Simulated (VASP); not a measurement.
# Sr (P6_3/mmc) in VASP: notebook

Runs on Sr. Level: PBEsol. Tasks: single point.

All numbers are computed with VASP 6.6.1; they aren't measurements. Logs are shortened: lines on timing, memory, paths and dates and some standing lists are left out, and cuts for length are marked.

### Step 1. The cell of the first run

The structure is hexagonal, space group P6_3/mmc (No. 194). Conventional cell: a = 4.356 Å, b = 4.356 Å, c = 14.256 Å, α = 90.00°, β = 90.00°, γ = 120.00°. Sr (site symmetry -3m) has 12 Sr at 4.36 Å within 5.7 Å. Sr (site symmetry -6m2) has 12 Sr at 4.36 Å within 5.7 Å.

### Step 2. Single point, PBEsol (volume scaled by 1.12)

INCAR

```
PREC = Accurate ; ENCUT = 520
EDIFF = 1E-6 ; ISMEAR = -1
SIGMA = 0.1 ; LREAL = False
LASPH = True ; NELM = 100
ALGO = Normal ; ISIF = 2
LWAVE = False ; LCHARG = False
GGA = PS ; NBANDS = 28
```

KPOINTS

```
Automatic mesh
0
Gamma
  10 10 3
```

POSCAR

```
Sr
1.0
    4.3564814438      0.0000000000      0.0000000000
   -2.1782407219      3.7728236014      0.0000000000
    0.0000000000      0.0000000000     14.2561581902
Sr
4
Direct
    1.0000000000      0.0000000000      1.0000000000
    1.0000000000      1.0000000000      0.5000000000
    0.3333333333      0.6666666667      0.2500000000
    0.6666666667      0.3333333333      0.7500000000
```

Potentials or basis: VASP PAW PBE potentials, release 64 (Sr_sv).

Command:

```bash
$ cat potpaw_PBE.64/Sr_sv/POTCAR > POTCAR
$ mpirun -np 1 vasp_std > vasp.out
```

OUTCAR:

```text
PREC = Accurate
   ENCUT = 520
   EDIFF = 1E-6
   ISMEAR = -1
   LREAL = False
   LASPH = True
   NELM = 100
   ISIF = 2
   GGA = PS

 ion  position               nearest neighbor table
   1  0.000  0.000  0.000-   3 4.36   4 4.36   3 4.36   4 4.36   4 4.36   3 4.36
   2  0.000  0.000  0.500-   3 4.36   4 4.36   3 4.36   4 4.36   4 4.36   3 4.36
   3  0.333  0.667  0.250-   1 4.36   2 4.36   1 4.36   2 4.36   1 4.36   2 4.36
   4  0.667  0.333  0.750-   1 4.36   2 4.36   1 4.36   2 4.36   1 4.36   2 4.36

  LATTYP: Found a hexagonal cell.
 ALAT       =     4.3564814438
 C/A-ratio  =     3.2724019083

  Lattice vectors:

 A1 = (   4.3564814438,   0.0000000000,   0.0000000000)
 A2 = (  -2.1782407219,   3.7728236014,   0.0000000000)
 A3 = (   0.0000000000,   0.0000000000,  14.2561581902)

Analysis of symmetry for initial positions (statically):
=====================================================================
 Subroutine PRICEL returns:
 Original cell was already a primitive cell.

 Routine SETGRP: Setting up the symmetry group for a
 hexagonal supercell.

 Subroutine GETGRP returns: Found 24 space group operations
 (whereof 12 operations were pure point group operations)
 out of a pool of 24 trial point group operations.

The static configuration has the point symmetry D_3d.
 The point group associated with its full space group is D_6h.

Analysis of symmetry for dynamics (positions and initial velocities):
=====================================================================
 Subroutine PRICEL returns:
 Original cell was already a primitive cell.

 Routine SETGRP: Setting up the symmetry group for a
 hexagonal supercell.

 Subroutine GETGRP returns: Found 24 space group operations
 (whereof 12 operations were pure point group operations)
 out of a pool of 24 trial point group operations.

The dynamic configuration has the point symmetry D_3d.
 The point group associated with its full space group is D_6h.

 Subroutine INISYM returns: Found 24 space group operations
 (whereof 12 operations are pure point group operations),
 and found     1 'primitive' translations

----------------------------------------------------------------------------------------

                                     Primitive cell

  volume of cell :     234.3176

  direct lattice vectors                    reciprocal lattice vectors
     4.356481444  0.000000000  0.000000000     0.229543041  0.132526737  0.000000000
[... 90 lines left out ...]
   EDIFF  = 0.1E-05   stopping-criterion for ELM
   LREAL  =      F    real-space projection
   EDIFFG = 0.1E-04   stopping-criterion for IOM
   NSW    =      0    number of steps for IOM
   IBRION =     -1    ionic relax: 0-MD 1-quasi-New 2-CG
   NFREE  =      0    steps in history (QN), initial steepest desc. (CG)
   ISIF   =      2    stress and relaxation
   ISYM   =      2    0-nonsym 1-usesym 2-fastsym
   POTIM  = 0.5000    time-step for ionic-motion
   TEBEG  =    0.0;   TEEND  =   0.0 temperature during run
   PSTRESS=    0.0 pullay stress
   NELECT =      40.0000    total number of electrons
   NUPDOWN=      -1.0000    fix difference up-down
   EMIN   =  10.00;   EMAX   =-10.00  energy-range for DOS
   EFERMI =   0.00;   METHOD = LEGACY
   ISMEAR =    -1;   SIGMA  =   0.10  broadening in eV -4-tet -1-fermi 0-gaus
   EFERMI_NEDOS =   21; number of points for ismear=-14 and -15
   IALGO  =     38    algorithm
   IMIX   =      4    mixing-type and parameters
     AMIX     =   0.40;   BMIX     =  1.00
     AMIX_MAG =   1.60;   BMIX_MAG =  1.00
  volume/ion in A,a.u.               =      58.58       395.31
  Fermi-wavevector in a.u.,A,eV,Ry     =   0.908155  1.716164 11.221338  0.824745
  Thomas-Fermi vector in A             =   2.032047
   LORBIT       =      0    0 simple, 1 ext, 2 COOP (PROOUT), +10 PAW based schemes
   GGA     = PS    functional components
   LHFCALC =     F    Hartree Fock is set to
   AEXX    =    0.0000 exact exchange contribution
   IVDW    =     0    specifies the selected vdW correction
   LEPSILON=     F    determine dielectric tensor
   LRPA    =     F    only Hartree local field effects (RPA)
 non-spin polarized calculation
  energy-cutoff  :      520.00
  volume of cell :      234.32
 maximum number of plane-waves:      6334
   NGX = 17   NGY = 17   NGZ = 53

 number of electron      40.0000001 magnetization

 Free energy of the ion-electron system (eV)
  ---------------------------------------------------
  ext. energy  EPLUGINS =         0.00000000
  ---------------------------------------------------
  free energy    TOTEN  =        -7.33881582 eV

  energy without entropy =       -7.15660820  energy(sigma->0) =       -7.24771201

 E-fermi :   1.2716     XC(G=0):  -7.2386

 val. band max:        1.2583748852   @ k =   0.4000   0.0000   0.0000
 cond. band min:       1.2749702476   @ k =   0.3000   0.3000   0.0000
 fundamental gap:      0.0165953624
 Fermi energy:         1.2715906851

 k-point     1 :       0.0000    0.0000    0.0000
  band No.  band energies     occupation
      1     -35.3718      2.00000
      2     -35.3672      2.00000
      3     -35.3660      2.00000
      4     -35.3614      2.00000
      5     -17.4375      2.00000
      6     -17.3607      2.00000
[... 733 lines left out ...]
     27       2.7879      0.00000
     28       3.0800      0.00000

 [... further k-points ...]

------------------------ aborting loop because EDIFF is reached ----------------------------------------

  FORCE on cell =-STRESS in cart. coord.  units (eV):
  Direction    XX          YY          ZZ          XY          YZ          ZX
  --------------------------------------------------------------------------------------
  -------------------------------------------------------------------------------------
  Total       -1.7012958     -1.7012958     -1.6601476      0.0000000     -0.0000000      0.0000000
  in kB      -11.6328339    -11.6328339    -11.3514781      0.0000000     -0.0000000      0.0000000
  external PRESSURE =     -11.5390487 kB  Pullay stress =       0.0000000 kB

 VOLUME and BASIS-vectors are now :
 -----------------------------------------------------------------------------
  energy-cutoff  :      520.00
  volume of cell :      234.32
      direct lattice vectors                 reciprocal lattice vectors
     4.356481444  0.000000000  0.000000000     0.229543041  0.132526737  0.000000000
    -2.178240722  3.772823601  0.000000000     0.000000000  0.265053473  0.000000000
     0.000000000  0.000000000 14.256158190     0.000000000  0.000000000  0.070145125

 POSITION                                       TOTAL-FORCE (eV/Angst)
 -----------------------------------------------------------------------------------
      0.00000      0.00000      0.00000        -0.000000      0.000000     -0.000000
      0.00000      0.00000      7.12808        -0.000000      0.000000     -0.000000
     -0.00000      2.51522      3.56404         0.000000      0.000000      0.000000
      2.17824      1.25761     10.69212        -0.000000     -0.000000     -0.000000
 -----------------------------------------------------------------------------------
    total drift:                               -0.000000      0.000000      0.000000

  FREE ENERGIE OF THE ION-ELECTRON SYSTEM (eV)
  ---------------------------------------------------
  free  energy   TOTEN  =        -7.3388158249 eV

  energy  without entropy=       -7.1566082050  energy(sigma->0) =       -7.24771201
```

OSZICAR:

```text
N       E                     dE             d eps       ncg     rms          rms(c)
DAV:   1     0.262160267420E+03    0.26216E+03   -0.18049E+04  1576   0.121E+03
DAV:   2     0.153883064350E+02   -0.24677E+03   -0.24308E+03  1848   0.281E+02
DAV:   3    -0.605367863075E+01   -0.21442E+02   -0.21199E+02  2504   0.595E+01
DAV:   4    -0.728154069789E+01   -0.12279E+01   -0.12228E+01  2272   0.131E+01
DAV:   5    -0.733946844719E+01   -0.57928E-01   -0.57896E-01  2284   0.247E+00    0.227E+01
DAV:   6    -0.733902441338E+01    0.44403E-03   -0.43747E-02  2080   0.159E+00    0.127E+01
DAV:   7    -0.733843764164E+01    0.58677E-03   -0.46632E-02  1860   0.188E+00    0.551E-01
DAV:   8    -0.733866637579E+01   -0.22873E-03   -0.77720E-03  2340   0.346E-01    0.135E-01
DAV:   9    -0.733876528013E+01   -0.98904E-04   -0.39260E-04  2220   0.575E-02    0.822E-02
DAV:  10    -0.733881282223E+01   -0.47542E-04   -0.33162E-05  2024   0.424E-02    0.303E-02
DAV:  11    -0.733881675753E+01   -0.39353E-05   -0.52447E-06  1916   0.134E-02    0.942E-03
DAV:  12    -0.733881582489E+01    0.93264E-06   -0.43697E-07  1180   0.446E-03
   1 F= -.73388158E+01 E0= -.72477120E+01  d E =-.182208E+00
```

Wall time 4.5 min (1 thread of AMD EPYC 7R43 (Zen 3), shared host); peak memory 0.35 GiB.

Results:

- Free energy: -7.3388 eV
- Pressure: -1.2 GPa
- Band gap on the k mesh: zero (band 20 reaches 1.41 eV, above the bottom of band 21 at 1.28 eV)

Caveat: the cell differs from its parent crystal (volume scaled by 1.12); the PAW data sets were made with another functional, which shifts forces and pressure a little.

### Step 3. Single point, PBEsol

This run uses another cell than the first one, of 52.30 Å³/atom, 0.893 times its volume.

INCAR

```
SYSTEM = Sr
PREC = Accurate
ENCUT = 520
EDIFF = 1E-6
ISMEAR = -1
SIGMA = 0.1
LREAL = .False.
LASPH = .True.
NELM = 60
ALGO = Normal
ISIF = 2
LWAVE = .False.
LCHARG = .False.
GGA = PS
NBANDS = 28
```

KPOINTS

```
Automatic mesh
0
Gamma
  12 12 3
  0 0 0
```

POSCAR

```
Sr
1.0
    4.1949796748      0.0000000000      0.0000000000
   -2.0974898374      3.6329589668      0.0000000000
    0.0000000000      0.0000000000     13.7276594933
Sr
4
Direct
    1.0000000000      0.0000000000      1.0000000000
    1.0000000000      1.0000000000      0.5000000000
    0.3333333333      0.6666666667      0.2500000000
    0.6666666667      0.3333333333      0.7500000000
```

Potentials or basis: VASP PAW PBE potentials, release 64 (Sr_sv).

Command:

```bash
$ cat potpaw_PBE.64/Sr_sv/POTCAR > POTCAR
$ mpirun -np 1 vasp_std > vasp.out
```

OUTCAR:

```text
SYSTEM = Sr
   PREC = Accurate
   ENCUT = 520
   EDIFF = 1E-6
   ISMEAR = -1
   LREAL = .False.
   LASPH = .True.
   NELM = 60
   ISIF = 2
   GGA = PS

 ion  position               nearest neighbor table
   1  0.000  0.000  0.000-   3 4.20   4 4.20   4 4.20   3 4.20   4 4.20   3 4.20
   2  0.000  0.000  0.500-   3 4.20   4 4.20   4 4.20   3 4.20   4 4.20   3 4.20
   3  0.333  0.667  0.250-   1 4.20   2 4.20   1 4.20   2 4.20   1 4.20   2 4.20
   4  0.667  0.333  0.750-   1 4.20   2 4.20   1 4.20   2 4.20   1 4.20   2 4.20

  LATTYP: Found a hexagonal cell.
 ALAT       =     4.1949796748
 C/A-ratio  =     3.2724019083

  Lattice vectors:

 A1 = (   4.1949796748,   0.0000000000,   0.0000000000)
 A2 = (  -2.0974898374,   3.6329589668,   0.0000000000)
 A3 = (   0.0000000000,   0.0000000000,  13.7276594933)

Analysis of symmetry for initial positions (statically):
=====================================================================
 Subroutine PRICEL returns:
 Original cell was already a primitive cell.

 Routine SETGRP: Setting up the symmetry group for a
 hexagonal supercell.

 Subroutine GETGRP returns: Found 24 space group operations
 (whereof 12 operations were pure point group operations)
[... 171 lines left out ...]

 val. band max:        1.6381458796   @ k =   0.2500   0.0833   0.0000
 cond. band min:       1.6756637375   @ k =   0.3333   0.0000   0.0000
 fundamental gap:      0.0375178579
 Fermi energy:         1.6539507457

 k-point     1 :       0.0000    0.0000    0.0000
  band No.  band energies     occupation
      1     -34.7649      2.00000
      2     -34.7560      2.00000
      3     -34.7560      2.00000
      4     -34.7471      2.00000
      5     -16.8925      2.00000
      6     -16.7775      2.00000
[... 733 lines left out ...]
     27       3.5211      0.00000
     28       3.7025      0.00000

 [... further k-points ...]

------------------------ aborting loop because EDIFF is reached ----------------------------------------

  FORCE on cell =-STRESS in cart. coord.  units (eV):
  Direction    XX          YY          ZZ          XY          YZ          ZX
  --------------------------------------------------------------------------------------
  -------------------------------------------------------------------------------------
  Total        0.0124762      0.0124762      0.0175733      0.0000000     -0.0000000     -0.0000000
  in kB        0.0955444      0.0955444      0.1345786      0.0000000     -0.0000000     -0.0000000
  external PRESSURE =       0.1085558 kB  Pullay stress =       0.0000000 kB

 VOLUME and BASIS-vectors are now :
 -----------------------------------------------------------------------------
  energy-cutoff  :      520.00
  volume of cell :      209.21
      direct lattice vectors                 reciprocal lattice vectors
     4.194979675  0.000000000  0.000000000     0.238380178  0.137628860  0.000000000
    -2.097489837  3.632958967  0.000000000     0.000000000  0.275257719  0.000000000
     0.000000000  0.000000000 13.727659493     0.000000000  0.000000000  0.072845630

 POSITION                                       TOTAL-FORCE (eV/Angst)
 -----------------------------------------------------------------------------------
      0.00000      0.00000      0.00000        -0.000000      0.000000     -0.000000
      0.00000      0.00000      6.86383        -0.000000      0.000000     -0.000000
     -0.00000      2.42197      3.43191         0.000000      0.000000      0.000000
      2.09749      1.21099     10.29574         0.000000      0.000000      0.000000
 -----------------------------------------------------------------------------------
    total drift:                               -0.000000      0.000000      0.000000

  FREE ENERGIE OF THE ION-ELECTRON SYSTEM (eV)
  ---------------------------------------------------
  free  energy   TOTEN  =        -7.4336681894 eV

  energy  without entropy=       -7.2576083099  energy(sigma->0) =       -7.34563825
```

stdout:

```text
POSCAR found type information on POSCAR Sr
 POSCAR found :  1 types and       4 ions
 scaLAPACK will be used
 -----------------------------------------------------------------------------
|                                                                             |
|                                                                             |
|     You enforced a specific xc type in the INCAR file but a different       |
|     I HOPE YOU KNOW WHAT YOU ARE DOING!                                     |
|                                                                             |
 -----------------------------------------------------------------------------

 LDA part: xc-table for (Slater+PW92), standard interpolation
 POSCAR, INCAR and KPOINTS ok, starting setup
 FFT: planning ... GRIDC
 FFT: planning ... GRID_SOFT
 FFT: planning ... GRID
 WAVECAR not read
 entering main loop
```

It took 4.7 min on 1 thread of AMD EPYC 7R43 (Zen 3), shared host; peak memory 0.36 GiB.

What came out:

```
Free energy            : -7.4337 eV
Pressure               : 0.0 GPa
Band gap on the k mesh : zero (band 20 reaches 1.83 eV, above the bottom of band 21 at 1.69 eV)
```

Levels at points of the mesh, in eV from the Fermi level:
| k point | band 18 | band 19 | band 20 | band 21 | band 22 | band 23 |
| --- | --- | --- | --- | --- | --- | --- |
| (0.00, 0.00, 0.00) | -2.74 | -2.74 | -1.16 | 0.15 | 1.28 | 1.30 |
| (0.50, 0.00, 0.00) | -0.85 | -0.74 | -0.59 | 0.11 | 0.28 | 0.32 |

Caveat: the PAW data sets were made with another functional, which shifts forces and pressure a little.
